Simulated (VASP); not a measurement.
# HBr in VASP: further runs

Runs on HBr. Level: LDA. Tasks: relaxation of shape and atoms at fixed volume, relaxation of cell and atoms.

Program: VASP 6.6.1. These are calculated values, not measurements. Logs are shortened: lines on timing, memory, paths and dates and some standing lists are left out, and cuts for length are marked.

**1. The cell of the first run**

The structure is tetragonal, space group I4/mmm (No. 139). The conventional cell has a = 4.859 Å, b = 4.859 Å, c = 3.310 Å, α = 90.00°, β = 90.00°, γ = 90.00°. Within 2.2 Å of H (site symmetry 4/mmm) lie 2 Br at 1.65 Å. Within 2.2 Å of Br (site symmetry 4/mmm) lie 2 H at 1.65 Å.

**2. Relaxation of shape and atoms at fixed volume, LDA (volume scaled by 0.98)**

INCAR reads:

```
ALGO = Normal
EDIFF = 1E-7
EDIFFG = -0.001
ENCUT = 600
IBRION = 2
ISIF = 4
ISMEAR = 0
LASPH = True
LCHARG = False
LREAL = False
LWAVE = False
NELM = 60
NSW = 80
PREC = Accurate
SIGMA = 0.01
```

KPOINTS reads:

```
k-points
0
Gamma
  10 10 10
```

POSCAR reads:

```
HBr
1.0
    0.0000000000      3.4354969237      3.4355152299
    1.6548372368      0.0000000000      3.4355152299
    1.6548372368      3.4354969237      0.0000000000
H Br
1 1
Direct
    0.0000000000      0.0000000000      0.0000000000
    0.5000000000      0.5000000000      0.5000000000
```

Potentials or basis: VASP PAW LDA potentials, release 64 (H, Br).

Launch:

```sh
> cat potpaw_LDA.64/H/POTCAR potpaw_LDA.64/Br/POTCAR > POTCAR
> mpirun -np 1 vasp_std > vasp.out
```

OUTCAR:

```text
EDIFF = 1E-7
   EDIFFG = -0.001
   ENCUT = 600
   IBRION = 2
   ISIF = 4
   ISMEAR = 0
   LASPH = True
   LREAL = False
   NELM = 60
   NSW = 80
   PREC = Accurate

 ion  position               nearest neighbor table
   1  0.000  0.000  0.000-   2 1.65   2 1.65
   2  0.500  0.500  0.500-   1 1.65   1 1.65

  LATTYP: Found a face centered orthorhombic cell.
 ALAT       =     3.3096744736
 B/A-ratio  =     2.0760331272
 C/A-ratio  =     2.0760441894

  Lattice vectors:

 A1 = (   0.0000000000,   3.4354969237,   3.4355152299)
 A2 = (   1.6548372368,   0.0000000000,   3.4355152299)
 A3 = (   1.6548372368,   3.4354969237,   0.0000000000)

Analysis of symmetry for initial positions (statically):
=====================================================================
 Subroutine PRICEL returns:
 Original cell was already a primitive cell.

 Routine SETGRP: Setting up the symmetry group for a
 face centered orthorhombic supercell.

 Subroutine GETGRP returns: Found  8 space group operations
 (whereof  8 operations were pure point group operations)
 out of a pool of  8 trial point group operations.

The static configuration has the point symmetry D_2h.

Analysis of symmetry for dynamics (positions and initial velocities):
=====================================================================
 Subroutine PRICEL returns:
 Original cell was already a primitive cell.

 Routine SETGRP: Setting up the symmetry group for a
 face centered orthorhombic supercell.

 Subroutine GETGRP returns: Found  8 space group operations
 (whereof  8 operations were pure point group operations)
 out of a pool of  8 trial point group operations.

The dynamic configuration has the point symmetry D_2h.

 Subroutine INISYM returns: Found  8 space group operations
 (whereof  8 operations are pure point group operations),
 and found     1 'primitive' translations

----------------------------------------------------------------------------------------

                                     Primitive cell

  volume of cell :      39.0631

  direct lattice vectors                    reciprocal lattice vectors
     0.000000000  3.435496924  3.435515230    -0.302144518  0.145539353  0.145538578
     1.654837237  0.000000000  3.435515230     0.302144518 -0.145539353  0.145538578
     1.654837237  3.435496924  0.000000000     0.302144518  0.145539353 -0.145538578

  length of vectors
     4.858539287  3.813299251  3.813282758     0.365587870  0.365587870  0.365587870

  position of ions in fractional coordinates (direct lattice)
     0.000000000  0.000000000  0.000000000
     0.500000000  0.500000000  0.500000000

  ion indices of the primitive-cell ions
   primitive index   ion index
                 1           1
                 2           2

----------------------------------------------------------------------------------------

 KPOINTS: k-points

Automatic generation of k-mesh.
 Grid dimensions read from file:
 generate k-points for:   10   10   10

 Generating k-lattice:

  Cartesian coordinates                     Fractional coordinates (reciprocal lattice)
    -0.030214452  0.014553935  0.014553858     0.100000000  0.000000000 -0.000000000
     0.030214452 -0.014553935  0.014553858     0.000000000  0.100000000  0.000000000
     0.030214452  0.014553935 -0.014553858    -0.000000000  0.000000000  0.100000000

  Length of vectors
     0.036558787  0.036558787  0.036558787

  Shift w.r.t. Gamma in fractional coordinates (k-lattice)
     0.000000000  0.000000000  0.000000000

 Subroutine IBZKPT returns following result:
 ===========================================

 Found    171 irreducible k-points:

 Following reciprocal coordinates:
            Coordinates               Weight
  0.000000  0.000000  0.000000      1.000000
  0.100000  0.000000  0.000000      8.000000
  0.200000  0.000000  0.000000      8.000000
  0.300000 -0.000000  0.000000      8.000000
  0.400000 -0.000000  0.000000      8.000000
  0.500000 -0.000000  0.000000      4.000000
[... 16 lines left out ...]
 -0.100000  0.100000  0.000000      4.000000
  0.100000  0.200000  0.100000      4.000000
 [... further k-points ...]
   k-points           NKPTS =    171   k-points in BZ     NKDIM =    171   number of bands    NBANDS=      8
   number of dos      NEDOS =    301   number of ions     NIONS =      2
   total plane-waves  NPLWV =  36000
   dimension x,y,z NGX =    40 NGY =   30 NGZ =   30
   dimension x,y,z NGXF=    80 NGYF=   60 NGZF=   60
   ions per type =               1   1
   NGX,Y,Z   is equivalent  to a cutoff of  13.69, 13.08, 13.08 a.u.
   NGXF,Y,Z  is equivalent  to a cutoff of  27.37, 26.16, 26.16 a.u.
 SYSTEM =  unknown system
   PREC   = accura    normal or accurate (medium, high low for compatibility)
   ISTART =      0    job   : 0-new  1-cont  2-samecut
   ICHARG =      2    charge: 1-file 2-atom 10-const
   ISPIN  =      1    spin polarized calculation?
   LNONCOLLINEAR =      F non collinear calculations
   LSORBIT =      F    spin-orbit coupling
   LASPH  =      T    aspherical Exc in radial PAW
   ENCUT  =  600.0 eV  44.10 Ry    6.64 a.u.   9.70  7.62  7.62*2*pi/ulx,y,z
   NELM   =     60;   NELMIN=  2; NELMDL= -5     # of ELM steps
   EDIFF  = 0.1E-06   stopping-criterion for ELM
   LREAL  =      F    real-space projection
   EDIFFG = -.1E-02   stopping-criterion for IOM
   NSW    =     80    number of steps for IOM
   IBRION =      2    ionic relax: 0-MD 1-quasi-New 2-CG
   NFREE  =      1    steps in history (QN), initial steepest desc. (CG)
   ISIF   =      4    stress and relaxation
   ISYM   =      2    0-nonsym 1-usesym 2-fastsym
   POTIM  = 0.5000    time-step for ionic-motion
   TEBEG  =    0.0;   TEEND  =   0.0 temperature during run
   PSTRESS=    0.0 pullay stress
   NELECT =       8.0000    total number of electrons
   NUPDOWN=      -1.0000    fix difference up-down
   EMIN   =  10.00;   EMAX   =-10.00  energy-range for DOS
   EFERMI =   0.00;   METHOD = LEGACY
   ISMEAR =     0;   SIGMA  =   0.01  broadening in eV -4-tet -1-fermi 0-gaus
   EFERMI_NEDOS =   21; number of points for ismear=-14 and -15
   IALGO  =     38    algorithm
   IMIX   =      4    mixing-type and parameters
     AMIX     =   0.40;   BMIX     =  1.00
     AMIX_MAG =   1.60;   BMIX_MAG =  1.00
  volume/ion in A,a.u.               =      19.53       131.81
  Fermi-wavevector in a.u.,A,eV,Ry     =   0.964975  1.823538 12.669421  0.931176
  Thomas-Fermi vector in A             =   2.094652
   LORBIT       =      0    0 simple, 1 ext, 2 COOP (PROOUT), +10 PAW based schemes
   GGA     = CA    functional components
   LHFCALC =     F    Hartree Fock is set to
   AEXX    =    0.0000 exact exchange contribution
   IVDW    =     0    specifies the selected vdW correction
   LEPSILON=     F    determine dielectric tensor
   LRPA    =     F    only Hartree local field effects (RPA)
 conjugate gradient relaxation of ions
 non-spin polarized calculation
 Gauss-broadening in eV      SIGMA  =   0.01
  energy-cutoff  :      600.00
  volume of cell :       39.06
 maximum number of plane-waves:      1322
   NGX = 19   NGY = 15   NGZ = 15

--------------------------------------- Ionic step        1  -------------------------------------------

 number of electron       8.0000000 magnetization

 Free energy of the ion-electron system (eV)
  ---------------------------------------------------
  ext. energy  EPLUGINS =         0.00000000
  ---------------------------------------------------
  free energy    TOTEN  =        -5.51798178 eV

  energy without entropy =       -5.51798178  energy(sigma->0) =       -5.51798178

------------------------ aborting loop because EDIFF is reached ----------------------------------------

  FORCE on cell =-STRESS in cart. coord.  units (eV):
  Direction    XX          YY          ZZ          XY          YZ          ZX
  --------------------------------------------------------------------------------------
  -------------------------------------------------------------------------------------
  Total        0.4898374      0.0301600      0.0301366      0.0000000      0.0000000      0.0000000
  in kB       20.0907347      1.2370151      1.2360575      0.0000000      0.0000000      0.0000000
  external PRESSURE =       7.5212691 kB  Pullay stress =       0.0000000 kB

 VOLUME and BASIS-vectors are now :
 -----------------------------------------------------------------------------
  energy-cutoff  :      600.00
  volume of cell :       39.06
      direct lattice vectors                 reciprocal lattice vectors
     0.000000000  3.435496924  3.435515230    -0.302144518  0.145539353  0.145538578
     1.654837237  0.000000000  3.435515230     0.302144518 -0.145539353  0.145538578
     1.654837237  3.435496924  0.000000000     0.302144518  0.145539353 -0.145538578
[... 37 lines left out ...]
 POSITION                                       TOTAL-FORCE (eV/Angst)
 -----------------------------------------------------------------------------------
      3.33419      3.42285      3.42286         0.000000      0.000000      0.000000
      1.66709      3.42285      3.42286        -0.000000      0.000000     -0.000000
 -----------------------------------------------------------------------------------
    total drift:                               -0.000000     -0.000000      0.000000

  FREE ENERGIE OF THE ION-ELECTRON SYSTEM (eV)
  ---------------------------------------------------
  free  energy   TOTEN  =        -5.5195441622 eV

  energy  without entropy=       -5.5195441622  energy(sigma->0) =       -5.51954416

--------------------------------------- Ionic step        3  -------------------------------------------

 number of electron       8.0000000 magnetization

 Free energy of the ion-electron system (eV)
  ---------------------------------------------------
  ext. energy  EPLUGINS =         0.00000000
  ---------------------------------------------------
  free energy    TOTEN  =        -5.51955188 eV

  energy without entropy =       -5.51955188  energy(sigma->0) =       -5.51955188

 E-fermi :  -0.8468     XC(G=0):  -8.3057

 val. band max:       -0.9519617896   @ k =   0.5000   0.5000   0.0000
 cond. band min:      -0.1339440009   @ k =   0.0000   0.5000   0.5000
 fundamental gap:      0.8180177887
 Fermi energy:        -0.8467589703

 k-point     1 :       0.0000    0.0000    0.0000
  band No.  band energies     occupation
      1     -15.9188      2.00000
      2      -1.5895      2.00000
      3      -1.2142      2.00000
      4      -1.2142      2.00000
      5       0.5812      0.00000
      6       4.7817      0.00000
      7       8.5264      0.00000
      8      13.3039      0.00000

 k-point     2 :       0.1000    0.0000    0.0000
  band No.  band energies     occupation
      1     -15.8064      2.00000
      2      -3.1088      2.00000
      3      -1.2941      2.00000
      4      -1.2528      2.00000
      5       2.3082      0.00000
      6       5.1159      0.00000
      7       8.7256      0.00000
      8      11.4925      0.00000
[... 221 lines left out ...]
 k-point    23 :      -0.1000    0.1000    0.0000
  band No.  band energies     occupation
      1     -15.5123      2.00000
      2      -5.0808      2.00000
      3      -1.4270      2.00000
      4      -1.1298      2.00000
      5       4.8701      0.00000
      6       5.7391      0.00000
      7       8.8322      0.00000
      8       9.6321      0.00000

 k-point    24 :       0.1000    0.2000    0.1000
  band No.  band energies     occupation
      1     -15.5123      2.00000
      2      -5.0808      2.00000
      3      -1.4270      2.00000
      4      -1.1298      2.00000
      5       4.8701      0.00000
      6       5.7391      0.00000
      7       8.8322      0.00000
      8       9.6321      0.00000

 [... further k-points ...]

------------------------ aborting loop because EDIFF is reached ----------------------------------------

  FORCE on cell =-STRESS in cart. coord.  units (eV):
  Direction    XX          YY          ZZ          XY          YZ          ZX
  --------------------------------------------------------------------------------------
  -------------------------------------------------------------------------------------
  Total        0.0408195      0.0404453      0.0404232     -0.0000000      0.0000000      0.0000000
  in kB        1.6742165      1.6588668      1.6579606     -0.0000000      0.0000000      0.0000000
  external PRESSURE =       1.6636813 kB  Pullay stress =       0.0000000 kB

 VOLUME and BASIS-vectors are now :
 -----------------------------------------------------------------------------
  energy-cutoff  :      600.00
  volume of cell :       39.06
      direct lattice vectors                 reciprocal lattice vectors
     0.000000000  3.423683319  3.423699756    -0.300069971  0.146041545  0.146040843
     1.666278030  0.000000000  3.423699756     0.300069971 -0.146041545  0.146040843
     1.666278030  3.423683319  0.000000000     0.300069971  0.146041545 -0.146040843

 POSITION                                       TOTAL-FORCE (eV/Angst)
 -----------------------------------------------------------------------------------
      0.00000      0.00000      0.00000        -0.000000      0.000000      0.000000
      1.66628      3.42368      3.42370         0.000000     -0.000000      0.000000
 -----------------------------------------------------------------------------------
    total drift:                               -0.000000     -0.000000      0.000000

  FREE ENERGIE OF THE ION-ELECTRON SYSTEM (eV)
  ---------------------------------------------------
  free  energy   TOTEN  =        -5.5195518790 eV

  energy  without entropy=       -5.5195518790  energy(sigma->0) =       -5.51955188

 reached required accuracy - stopping structural energy minimisation
```

Wall time 1.9 min (1 thread of Oxide Virtual Turin-like, shared host); peak memory 0.18 GiB.

What came out:

| Property | Result |
| --- | --- |
| Free energy | -5.5196 eV |
| Energy gained by relaxing | 0.8 meV/atom |
| Ionic steps | 3 |
| Pressure after relaxing | 0.2 GPa |
| Band gap on the k mesh | 0.82 eV, indirect (least direct gap 1.19 eV) |

The path:
```csv
step,energy change (eV),largest force (eV/Å),pressure (GPa),volume (Å³)
1,0.0000,0.0000,0.75,39.06
2,-0.0016,0.0000,0.13,39.06
3,-0.0016,0.0000,0.17,39.06
```

Final structure:
```xyz
2
Lattice="0.0000 3.4237 3.4237 1.6663 0.0000 3.4237 1.6663 3.4237 0.0000" Properties=species:S:1:pos:R:3 pbc="T T T"
H     0.0000    0.0000    0.0000
Br    1.6663    3.4237    3.4237
```

Caveat: the cell differs from its parent crystal (volume scaled by 0.98). A k mesh can miss the band edges.

**3. Relaxation of cell and atoms, LDA**

This run uses another cell than the first one, of 19.90 Å³/atom, 1.019 times its volume.

INCAR reads:

```
SYSTEM = HBr
PREC     = Accurate       ! precision mode
ENCUT    = 600            ! plane-wave cutoff, eV
EDIFF    = 1E-6           ! SCF threshold, eV
ISMEAR   = 0              ! smearing method
SIGMA    = 0.01           ! smearing width, eV
LREAL    = .FALSE.        ! projectors in reciprocal space
LASPH    = .TRUE.         ! aspherical terms in the spheres
NELM     = 80             ! most SCF steps
ALGO     = Normal         ! electronic algorithm
ISIF     = 3              ! what is computed and relaxed
LWAVE    = .FALSE.        ! write WAVECAR
LCHARG   = .FALSE.        ! write CHGCAR
IBRION   = 2              ! ionic algorithm
NSW      = 80             ! ionic steps
EDIFFG   = -0.001         ! ionic threshold
```

KPOINTS reads:

```
Automatic mesh
0
G
  10 10 10
  0 0 0
```

POSCAR reads:

```
HBr
1.0
    0.0000000000      3.4559802675      3.4566782861
    1.6660741593      0.0000000000      3.4566782861
    1.6660741593      3.4559802675      0.0000000000
H Br
1 1
Direct
    0.0000000000      0.0000000000      0.0000000000
    0.5000000000      0.5000000000      0.5000000000
```

Potentials or basis: VASP PAW LDA potentials, release 64 (H, Br).

Launch:

```sh
> cat potpaw_LDA.64/H/POTCAR potpaw_LDA.64/Br/POTCAR > POTCAR
> mpirun -np 1 vasp_std > vasp.out
```

Wall time 99 s (1 thread of Oxide Virtual Turin-like, shared host); peak memory 0.19 GiB.

It converged, with:

```yaml
Free_energy: -5.5200 eV
Relaxed_volume: 19.91 Å³/atom
Relaxed_cell: a = 4.888 Å, b = 3.838 Å, c = 3.837 Å, α = 79.12°, β = 50.44°, γ = 50.43°
Space_group_after_relaxing_to_0.05_Å: I4/mmm (No. 139)
Energy_gained_by_relaxing: 0.0 meV/atom
Ionic_steps: 3
Pressure_after_relaxing: 0.0 GPa
Band_gap_on_the_k_mesh: 0.90 eV, indirect (least direct gap 1.25 eV)
```

Final structure:
```
H Br
1.0
     0.00000    3.45598    3.45663
     1.66696    0.00000    3.45663
     1.66696    3.45598    0.00000
H Br
1 1
Direct
  0.00000 0.00000 0.00000
  0.50000 0.50000 0.50000
```

Levels at points of the mesh, in eV from the valence-band top:
```csv
k point,band 2,band 3,band 4,band 5,band 6,band 7
"(0.00, 0.00, 0.00)",-0.60,-0.25,-0.25,1.57,5.73,9.48
"(0.50, 0.00, 0.00)",-7.53,-0.69,-0.52,6.62,7.86,12.05
"(0.50, 0.50, 0.00)",-2.80,-0.84,0.00,1.25,8.91,10.75
"(0.50, 0.00, 0.50)",-2.80,-0.84,0.00,1.25,8.91,10.76
"(0.00, 0.50, 0.50)",-2.17,-2.17,-1.10,0.90,6.42,14.37
```

A k mesh can miss the band edges. LDA gaps usually lie below the measured ones, often by a third to a half.

**4. Relaxation of cell and atoms, LDA**

This run uses another cell than the first one, of 19.90 Å³/atom, 1.019 times its volume.

INCAR is that of step 3.

KPOINTS is that of step 3.

POSCAR reads:

```
HBr
1.0
    0.0000000000      3.4559802841      3.4566783072
    1.6660741751      0.0000000000      3.4566783072
    1.6660741751      3.4559802841      0.0000000000
H Br
1 1
Direct
    0.0000000000      0.0000000000      0.0000000000
    0.5000000000      0.5000000000      0.5000000000
```

Launch:

```sh
> cat potpaw_LDA.64/H/POTCAR potpaw_LDA.64/Br/POTCAR > POTCAR
> mpirun -np 1 vasp_std > vasp.out
```

Run time: 1.7 min. Hardware: 1 thread of Oxide Virtual Turin-like, shared host; peak memory 0.19 GiB.

Results (log left out):

```yaml
Free_energy: -5.5200 eV
Relaxed_volume: 19.91 Å³/atom
Relaxed_cell: a = 4.888 Å, b = 3.838 Å, c = 3.837 Å, α = 79.12°, β = 50.44°, γ = 50.43°
Space_group_after_relaxing_to_0.05_Å: I4/mmm (No. 139)
Energy_gained_by_relaxing: 0.0 meV/atom
Ionic_steps: 3
Pressure_after_relaxing: 0.0 GPa
Band_gap_on_the_k_mesh: 0.90 eV, indirect (least direct gap 1.25 eV)
```

Final structure:
```
H Br
1.0
     0.00000    3.45598    3.45663
     1.66696    0.00000    3.45663
     1.66696    3.45598    0.00000
H Br
1 1
Direct
  0.00000 0.00000 0.00000
  0.50000 0.50000 0.50000
```

Levels at points of the mesh, in eV from the valence-band top:
```csv
k point,band 1,band 2,band 3,band 4,band 5,band 6,band 7,band 8
"(0.00, 0.00, 0.00)",-14.88,-0.60,-0.25,-0.25,1.57,5.73,9.48,14.33
"(0.50, 0.00, 0.00)",-13.31,-7.53,-0.69,-0.52,6.62,7.86,12.05,12.93
"(0.50, 0.50, 0.00)",-14.58,-2.80,-0.84,0.00,1.25,8.91,10.75,12.95
"(0.50, 0.00, 0.50)",-14.58,-2.80,-0.84,0.00,1.25,8.91,10.76,12.94
"(0.00, 0.50, 0.50)",-14.31,-2.17,-2.17,-1.10,0.90,6.42,14.37,14.38
```

A k mesh can miss the band edges. LDA gaps usually lie below the measured ones, often by a third to a half.

(Part 1 of 2 ends here.)
